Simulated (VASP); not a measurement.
# SnO2 (P4_2/mnm) in VASP: notebook

The runs below take SnO2 through single point, with PBE.

All numbers are computed with VASP 6.6.1; they aren't measurements. Logs are shortened: lines on timing, memory, paths and dates and some standing lists are left out, and cuts for length are marked.

**1. The cell of the first run**

It takes space group P4_2/mnm (No. 136, tetragonal). Conventional cell: a = 4.729 Å, b = 4.729 Å, c = 3.172 Å, α = 90.00°, β = 90.00°, γ = 90.00°. Sn (site symmetry mmm) has 6 O at 2.05 Å within 2.7 Å. Within 2.7 Å of O (site symmetry m2m) lie 3 Sn at 2.05 Å and 1 O at 2.59 Å.

**2. Single point, PBE (volume changed by -6%)**

File INCAR:

```
SYSTEM = SnO2
PREC = Accurate
ENCUT = 520
EDIFF = 1E-7
ISMEAR = 0
SIGMA = 0.01
LREAL = .False.
LASPH = .True.
NELM = 80
ALGO = Normal
ISIF = 2
LWAVE = .False.
LCHARG = .False.
GGA = PE
NBANDS = 35
```

File KPOINTS:

```
regular mesh
0
Gamma
  4 4 6
  0 0 0
```

File POSCAR:

```
SnO2
1.0
    4.7288743791      0.0000000000      0.0000000000
    0.0000000000      4.7288743791      0.0000000000
    0.0000000000      0.0000000000      3.1720105117
Sn O
2 4
Direct
    0.0000000000      0.0000000000      0.0000000000
    0.5000000000      0.5000000000      0.5000000000
    0.3065852479      0.3065852479      0.0000000000
    0.1934147521      0.8065852479      0.5000000000
    0.8065852479      0.1934147521      0.5000000000
    0.6934147521      0.6934147521      0.0000000000
```

Potentials or basis: VASP PAW PBE potentials, release 64 (Sn_d, O).

Command:

```console
$ cat potpaw_PBE.64/Sn_d/POTCAR potpaw_PBE.64/O/POTCAR > POTCAR
$ mpirun -np 1 vasp_std > vasp.out
```

OUTCAR:

```text
SYSTEM = SnO2
   PREC = Accurate
   ENCUT = 520
   EDIFF = 1E-7
   ISMEAR = 0
   LREAL = .False.
   LASPH = .True.
   NELM = 80
   ISIF = 2
   GGA = PE

 ion  position               nearest neighbor table
   1  0.000  0.000  0.000-   4 2.05   5 2.05   4 2.05   5 2.05   3 2.05   6 2.05   2 3.70   2 3.70
                             2 3.70   2 3.70   2 3.70   2 3.70   2 3.70   2 3.70
   2  0.500  0.500  0.500-   3 2.05   6 2.05   3 2.05   6 2.05   5 2.05   4 2.05   1 3.70   1 3.70
                             1 3.70   1 3.70   1 3.70   1 3.70   1 3.70   1 3.70
   3  0.307  0.307  0.000-   2 2.05   2 2.05   1 2.05
   4  0.193  0.807  0.500-   1 2.05   1 2.05   2 2.05
   5  0.807  0.193  0.500-   1 2.05   1 2.05   2 2.05
   6  0.693  0.693  0.000-   2 2.05   2 2.05   1 2.05

  LATTYP: Found a simple tetragonal cell.
 ALAT       =     4.7288743791
 C/A-ratio  =     0.6707749577

  Lattice vectors:

 A1 = (   4.7288743791,   0.0000000000,   0.0000000000)
 A2 = (   0.0000000000,   4.7288743791,   0.0000000000)
 A3 = (   0.0000000000,   0.0000000000,   3.1720105117)

Analysis of symmetry for initial positions (statically):
=====================================================================
 Subroutine PRICEL returns:
 Original cell was already a primitive cell.

 Routine SETGRP: Setting up the symmetry group for a
 simple tetragonal supercell.

 Subroutine GETGRP returns: Found 16 space group operations
 (whereof  8 operations were pure point group operations)
 out of a pool of 16 trial point group operations.

The static configuration has the point symmetry D_2h.
 The point group associated with its full space group is D_4h.

Analysis of symmetry for dynamics (positions and initial velocities):
=====================================================================
 Subroutine PRICEL returns:
 Original cell was already a primitive cell.

 Routine SETGRP: Setting up the symmetry group for a
 simple tetragonal supercell.

 Subroutine GETGRP returns: Found 16 space group operations
 (whereof  8 operations were pure point group operations)
 out of a pool of 16 trial point group operations.

The dynamic configuration has the point symmetry D_2h.
 The point group associated with its full space group is D_4h.

[... 103 lines left out ...]
   ENCUT  =  520.0 eV  38.22 Ry    6.18 a.u.   8.79  8.79  5.90*2*pi/ulx,y,z
   NELM   =     80;   NELMIN=  2; NELMDL= -5     # of ELM steps
   EDIFF  = 0.1E-06   stopping-criterion for ELM
   LREAL  =      F    real-space projection
   EDIFFG = 0.1E-05   stopping-criterion for IOM
   NSW    =      0    number of steps for IOM
   IBRION =     -1    ionic relax: 0-MD 1-quasi-New 2-CG
   NFREE  =      0    steps in history (QN), initial steepest desc. (CG)
   ISIF   =      2    stress and relaxation
   ISYM   =      2    0-nonsym 1-usesym 2-fastsym
   POTIM  = 0.5000    time-step for ionic-motion
   TEBEG  =    0.0;   TEEND  =   0.0 temperature during run
   PSTRESS=    0.0 pullay stress
   NELECT =      52.0000    total number of electrons
   NUPDOWN=      -1.0000    fix difference up-down
   EMIN   =  10.00;   EMAX   =-10.00  energy-range for DOS
   EFERMI =   0.00;   METHOD = LEGACY
   ISMEAR =     0;   SIGMA  =   0.01  broadening in eV -4-tet -1-fermi 0-gaus
   EFERMI_NEDOS =   21; number of points for ismear=-14 and -15
   IALGO  =     38    algorithm
   IMIX   =      4    mixing-type and parameters
     AMIX     =   0.40;   BMIX     =  1.00
     AMIX_MAG =   1.60;   BMIX_MAG =  1.00
  volume/ion in A,a.u.               =      11.82        79.78
  Fermi-wavevector in a.u.,A,eV,Ry     =   1.476134  2.789489 29.646723  2.178973
  Thomas-Fermi vector in A             =   2.590698
   LORBIT       =      0    0 simple, 1 ext, 2 COOP (PROOUT), +10 PAW based schemes
   GGA     = PE    functional components
   LHFCALC =     F    Hartree Fock is set to
   AEXX    =    0.0000 exact exchange contribution
   IVDW    =     0    specifies the selected vdW correction
   LEPSILON=     F    determine dielectric tensor
   LRPA    =     F    only Hartree local field effects (RPA)
 non-spin polarized calculation
 Gauss-broadening in eV      SIGMA  =   0.01
  energy-cutoff  :      520.00
  volume of cell :       70.93
 maximum number of plane-waves:      1931
 NGX is ok and might be reduce to    36
   NGX = 17   NGY = 17   NGZ = 11

 number of electron      51.9999984 magnetization

 Free energy of the ion-electron system (eV)
  ---------------------------------------------------
  ext. energy  EPLUGINS =         0.00000000
  ---------------------------------------------------
  free energy    TOTEN  =       -37.11043998 eV

  energy without entropy =      -37.11043998  energy(sigma->0) =      -37.11043998

 E-fermi :   6.3508     XC(G=0): -11.3018

 val. band max:        6.2439761743   @ k =   0.0000   0.0000   0.0000
 cond. band min:       7.6126551153   @ k =   0.0000   0.0000   0.0000
 fundamental gap:      1.3686789410
 Fermi energy:         6.3508057409

 k-point     1 :       0.0000    0.0000    0.0000
  band No.  band energies     occupation
      1     -14.8833      2.00000
      2     -14.0857      2.00000
      3     -13.7865      2.00000
      4     -13.7631      2.00000
      5     -13.7631      2.00000
      6     -13.6838      2.00000
[... 901 lines left out ...]
     34      17.5315      0.00000
     35      19.4622      0.00000

------------------------ aborting loop because EDIFF is reached ----------------------------------------

  FORCE on cell =-STRESS in cart. coord.  units (eV):
  Direction    XX          YY          ZZ          XY          YZ          ZX
  --------------------------------------------------------------------------------------
  -------------------------------------------------------------------------------------
  Total        5.4754851      5.4754851      7.3751845      0.0000000      0.0000000      0.0000000
  in kB      123.6753119    123.6753119    166.5840054      0.0000000      0.0000000      0.0000000
  external PRESSURE =     137.9782097 kB  Pullay stress =       0.0000000 kB

 VOLUME and BASIS-vectors are now :
 -----------------------------------------------------------------------------
  energy-cutoff  :      520.00
  volume of cell :       70.93
      direct lattice vectors                 reciprocal lattice vectors
     4.728874379  0.000000000  0.000000000     0.211466814  0.000000000  0.000000000
     0.000000000  4.728874379  0.000000000     0.000000000  0.211466814  0.000000000
     0.000000000  0.000000000  3.172010512     0.000000000  0.000000000  0.315257467

 POSITION                                       TOTAL-FORCE (eV/Angst)
 -----------------------------------------------------------------------------------
      0.00000      0.00000      0.00000        -0.000000      0.000000      0.000000
      2.36444      2.36444      1.58601        -0.000000      0.000000      0.000000
      1.44980      1.44980      0.00000        -0.181939     -0.181939      0.000000
      0.91463      3.81424      1.58601         0.181939     -0.181939      0.000000
      3.81424      0.91463      1.58601        -0.181939      0.181939      0.000000
      3.27907      3.27907      0.00000         0.181939      0.181939      0.000000
 -----------------------------------------------------------------------------------
    total drift:                                0.000000      0.000000     -0.000000

  FREE ENERGIE OF THE ION-ELECTRON SYSTEM (eV)
  ---------------------------------------------------
  free  energy   TOTEN  =       -37.1104399848 eV

  energy  without entropy=      -37.1104399848  energy(sigma->0) =      -37.11043998
```

OSZICAR:

```text
N       E                     dE             d eps       ncg     rms          rms(c)
DAV:   1     0.647080716499E+03    0.64708E+03   -0.25540E+04  1844   0.234E+03
DAV:   2     0.624637872973E+02   -0.58462E+03   -0.55031E+03  1776   0.624E+02
DAV:   3    -0.378693189223E+02   -0.10033E+03   -0.98715E+02  1777   0.212E+02
DAV:   4    -0.432515360327E+02   -0.53822E+01   -0.53380E+01  2167   0.529E+01
DAV:   5    -0.433849793203E+02   -0.13344E+00   -0.13328E+00  2047   0.883E+00    0.162E+01
DAV:   6    -0.370191223284E+02    0.63659E+01   -0.17552E+01  2634   0.634E+01    0.633E+00
DAV:   7    -0.371376827894E+02   -0.11856E+00   -0.20418E+00  1928   0.795E+00    0.325E+00
DAV:   8    -0.371161964648E+02    0.21486E-01   -0.15762E-01  2421   0.429E+00    0.760E-01
DAV:   9    -0.371096803282E+02    0.65161E-02   -0.33780E-02  2725   0.303E+00    0.131E-01
DAV:  10    -0.371103142330E+02   -0.63390E-03   -0.37439E-03  2026   0.441E-01    0.612E-02
DAV:  11    -0.371104422607E+02   -0.12803E-03   -0.20461E-04  2168   0.104E-01    0.134E-02
DAV:  12    -0.371104409450E+02    0.13157E-05   -0.11336E-05  2261   0.275E-02    0.679E-03
DAV:  13    -0.371104400805E+02    0.86450E-06   -0.29771E-06  2325   0.347E-02    0.178E-03
DAV:  14    -0.371104399848E+02    0.95757E-07   -0.61210E-07  2052   0.605E-03
   1 F= -.37110440E+02 E0= -.37110440E+02  d E =-.160344E-53
```

stdout:

```text
POSCAR found type information on POSCAR SnO
 POSCAR found :  2 types and       6 ions
 scaLAPACK will be used
 LDA part: xc-table for (Slater+PW92), standard interpolation
 POSCAR, INCAR and KPOINTS ok, starting setup
 FFT: planning ... GRIDC
 FFT: planning ... GRID_SOFT
 FFT: planning ... GRID
 WAVECAR not read
 entering main loop
```

Wall time 52 s (1 thread of AMD EPYC 7R13 (Zen 3), shared host); peak memory 0.16 GiB.

Results:

| Property | Result |
| --- | --- |
| Free energy | -37.1104 eV |
| Pressure | 13.8 GPa |
| Largest force | 0.257 eV/Å |
| Band gap on the k mesh | 1.37 eV, direct |

Forces in eV/Å, atoms in the order of the input:
```
Sn   0.000  0.000  0.000
Sn   0.000  0.000  0.000
O   -0.182 -0.182  0.000
O    0.182 -0.182  0.000
O   -0.182  0.182  0.000
O    0.182  0.182  0.000
```

Stress tensor (GPa, compression positive):
```
12.37  0.00  0.00
 0.00 12.37  0.00
 0.00  0.00 16.66
```

Caveat: the cell differs from its parent crystal (volume changed by -6%); spin-orbit coupling is left out, which moves the levels of the heavy elements.

**3. Single point, PBE (volume changed by -3%)**

File INCAR:

```
ALGO = Normal
EDIFF = 1E-6
ENCUT = 520
GGA = PE
ISIF = 2
ISMEAR = 0
LASPH = T
LCHARG = F
LREAL = F
LWAVE = F
NBANDS = 35
NELM = 80
PREC = Accurate
SIGMA = 0.01
```

File KPOINTS:

```
k-points
0
Gamma
  4 4 6
```

POSCAR, as its differences from that of step 2:

```diff
@@ -2,5 +2,5 @@
 1.0
-    4.7288743791      0.0000000000      0.0000000000
-    0.0000000000      4.7288743791      0.0000000000
-    0.0000000000      0.0000000000      3.1720105117
+    4.7786556625      0.0000000000      0.0000000000
+    0.0000000000      4.7786556625      0.0000000000
+    0.0000000000      0.0000000000      3.2054025499
 Sn O
```

Potentials or basis: VASP PAW PBE potentials, release 64 (Sn_d, O).

Command:

```console
$ cat potpaw_PBE.64/Sn_d/POTCAR potpaw_PBE.64/O/POTCAR > POTCAR
$ mpirun -np 1 vasp_std > vasp.out
```

OUTCAR:

```text
EDIFF = 1E-6
   ENCUT = 520
   GGA = PE
   ISIF = 2
   ISMEAR = 0
   LASPH = T
   LREAL = F
   NELM = 80
   PREC = Accurate

 ion  position               nearest neighbor table
   1  0.000  0.000  0.000-   4 2.07   5 2.07   4 2.07   5 2.07   3 2.07   6 2.07   2 3.74   2 3.74
                             2 3.74   2 3.74   2 3.74   2 3.74   2 3.74   2 3.74
   2  0.500  0.500  0.500-   3 2.07   6 2.07   3 2.07   6 2.07   5 2.07   4 2.07   1 3.74   1 3.74
                             1 3.74   1 3.74   1 3.74   1 3.74   1 3.74   1 3.74
   3  0.307  0.307  0.000-   2 2.07   2 2.07   1 2.07
[... 1122 lines left out ...]
  -------------------------------------------------------------------------------------
  Total        2.7018539      2.7018539      3.6712075      0.0000000      0.0000000      0.0000000
  in kB       59.1396017     59.1396017     80.3573226      0.0000000      0.0000000      0.0000000
  external PRESSURE =      66.2121753 kB  Pullay stress =       0.0000000 kB

 VOLUME and BASIS-vectors are now :
 -----------------------------------------------------------------------------
  energy-cutoff  :      520.00
  volume of cell :       73.20
      direct lattice vectors                 reciprocal lattice vectors
     4.778655663  0.000000000  0.000000000     0.209263875  0.000000000  0.000000000
     0.000000000  4.778655663  0.000000000     0.000000000  0.209263875  0.000000000
     0.000000000  0.000000000  3.205402550     0.000000000  0.000000000  0.311973296

 POSITION                                       TOTAL-FORCE (eV/Angst)
 -----------------------------------------------------------------------------------
      0.00000      0.00000      0.00000         0.000000      0.000000      0.000000
      2.38933      2.38933      1.60270         0.000000      0.000000      0.000000
      1.46507      1.46507      0.00000        -0.091975     -0.091975      0.000000
      0.92426      3.85439      1.60270         0.091975     -0.091975      0.000000
      3.85439      0.92426      1.60270        -0.091975      0.091975     -0.000000
      3.31359      3.31359      0.00000         0.091975      0.091975     -0.000000
 -----------------------------------------------------------------------------------
    total drift:                                0.000000      0.000000     -0.000000

  FREE ENERGIE OF THE ION-ELECTRON SYSTEM (eV)
  ---------------------------------------------------
  free  energy   TOTEN  =       -37.2566737419 eV

  energy  without entropy=      -37.2566737419  energy(sigma->0) =      -37.25667374
```

OSZICAR:

```text
N       E                     dE             d eps       ncg     rms          rms(c)
DAV:   1     0.633291094190E+03    0.63329E+03   -0.25567E+04  1873   0.234E+03
DAV:   2     0.573044699074E+02   -0.57599E+03   -0.54436E+03  1776   0.607E+02
DAV:   3    -0.383901486144E+02   -0.95695E+02   -0.94035E+02  1847   0.208E+02
DAV:   4    -0.433280222369E+02   -0.49379E+01   -0.48992E+01  2099   0.506E+01
DAV:   5    -0.434545857055E+02   -0.12656E+00   -0.12633E+00  2023   0.854E+00    0.159E+01
DAV:   6    -0.371722831375E+02    0.62823E+01   -0.17628E+01  2615   0.636E+01    0.617E+00
DAV:   7    -0.372853546203E+02   -0.11307E+00   -0.20269E+00  1860   0.788E+00    0.321E+00
DAV:   8    -0.372631739689E+02    0.22181E-01   -0.17197E-01  2540   0.407E+00    0.748E-01
DAV:   9    -0.372558789294E+02    0.72950E-02   -0.35666E-02  2665   0.295E+00    0.132E-01
DAV:  10    -0.372565633038E+02   -0.68437E-03   -0.38775E-03  2187   0.512E-01    0.509E-02
DAV:  11    -0.372566754971E+02   -0.11219E-03   -0.20390E-04  2276   0.110E-01    0.152E-02
DAV:  12    -0.372566758542E+02   -0.35715E-06   -0.13397E-05  2436   0.251E-02    0.100E-02
DAV:  13    -0.372566737061E+02    0.21481E-05   -0.60504E-06  2014   0.403E-02    0.169E-03
DAV:  14    -0.372566737419E+02   -0.35790E-07   -0.59692E-07  1061   0.611E-03
   1 F= -.37256674E+02 E0= -.37256674E+02  d E =-.497200E-77
```

Run time: 48 s. Hardware: 1 thread of AMD EPYC 7R13 (Zen 3), shared host; peak memory 0.16 GiB.

What came out:

```yaml
Free_energy: -37.2567 eV
Pressure: 6.6 GPa
Largest_force: 0.130 eV/Å
Band_gap_on_the_k_mesh: 1.01 eV, direct
```

Forces in eV/Å, atoms in the order of the input:
```
Sn   0.000  0.000  0.000
Sn   0.000  0.000  0.000
O   -0.092 -0.092  0.000
O    0.092 -0.092  0.000
O   -0.092  0.092  0.000
O    0.092  0.092  0.000
```

Stress tensor (GPa, compression positive):
```
5.91 0.00 0.00
0.00 5.91 0.00
0.00 0.00 8.04
```

Levels at points of the mesh, in eV from the valence-band top:
```
           k point  band 24  band 25  band 26  band 27  band 28  band 29
(0.00, 0.00, 0.00)    -0.77    -0.77     0.00     1.01     5.97     6.23
(0.50, 0.00, 0.00)    -1.20    -0.62    -0.62     4.20     4.20     6.98
(0.50, 0.50, 0.00)    -1.32    -0.89    -0.89     4.60     4.60     7.37
(0.00, 0.00, 0.50)    -1.60    -1.23    -1.23     5.94     5.94     9.59
(0.50, 0.00, 0.50)    -1.07    -0.73    -0.73     6.21     6.21     7.86
(0.50, 0.50, 0.50)    -0.95    -0.82    -0.82     4.65     4.65     8.77
```

Caveat: the cell differs from its parent crystal (volume changed by -3%); spin-orbit coupling is left out, which moves the levels of the heavy elements.

**4. Single point, PBE**

This run uses another cell than the first one, of 12.58 Å³/atom, 1.064 times its volume.

File INCAR:

```
PREC = Accurate
ENCUT = 520
EDIFF = 1E-6
ISMEAR = 0
SIGMA = 0.01
LREAL = F
LASPH = T
NELM = 80
ALGO = Normal
ISIF = 2
LWAVE = F
LCHARG = T
GGA = PE
LELF = T
LVHAR = T
NBANDS = 35
```

File KPOINTS:

```
Automatic mesh
0
Gamma
  4 4 6
```

POSCAR, as its differences from that of step 3:

```diff
@@ -2,5 +2,5 @@
 1.0
-    4.7786556625      0.0000000000      0.0000000000
-    0.0000000000      4.7786556625      0.0000000000
-    0.0000000000      0.0000000000      3.2054025499
+    4.8274208230      0.0000000000      0.0000000000
+    0.0000000000      4.8274208230      0.0000000000
+    0.0000000000      0.0000000000      3.2381129984
 Sn O
```

Command:

```console
$ cat potpaw_PBE.64/Sn_d/POTCAR potpaw_PBE.64/O/POTCAR > POTCAR
$ mpirun -np 1 vasp_std > vasp.out
```

Wall time 51 s (1 thread of AMD EPYC 7R13 (Zen 3), shared host); peak memory 0.17 GiB.

Results (log left out):

| Property | Result |
| --- | --- |
| Free energy | -37.3094 eV |
| Pressure | 0.6 GPa |
| Largest force | 0.017 eV/Å |
| Band gap on the k mesh | 0.67 eV, direct |

Forces in eV/Å, atoms in the order of the input:
```
Sn   0.000  0.000  0.000
Sn   0.000  0.000  0.000
O   -0.012 -0.012  0.000
O    0.012 -0.012  0.000
O   -0.012  0.012  0.000
O    0.012  0.012  0.000
```

Stress tensor (GPa, compression positive):
```
0.50 0.00 0.00
0.00 0.50 0.00
0.00 0.00 0.77
```

Levels at points of the mesh, in eV from the valence-band top:
```
           k point  band 22  band 23  band 24  band 25  band 26  band 27  band 28  band 29  band 30  band 31
(0.00, 0.00, 0.00)    -1.26    -1.26    -0.74    -0.74     0.00     0.67     5.69     6.06     6.06    10.12
(0.50, 0.00, 0.00)    -1.90    -1.21    -1.21    -0.61    -0.61     3.88     3.88     6.80     6.80    10.40
(0.50, 0.50, 0.00)    -1.87    -1.33    -1.33    -0.85    -0.85     4.27     4.27     7.15     7.15    10.48
(0.00, 0.00, 0.50)    -2.57    -1.53    -1.53    -1.18    -1.18     5.59     5.59     9.36     9.36    10.31
(0.50, 0.00, 0.50)    -1.66    -1.02    -1.02    -0.75    -0.75     5.85     5.85     7.60     7.60    10.57
(0.50, 0.50, 0.50)    -2.43    -0.92    -0.92    -0.78    -0.78     4.35     4.35     8.61     8.61    10.57
```

Caveat: spin-orbit coupling is left out, which moves the levels of the heavy elements. Expect the measured gap to be larger: semilocal functionals such as PBE lack the derivative discontinuity.

[end of part 1 of 2]
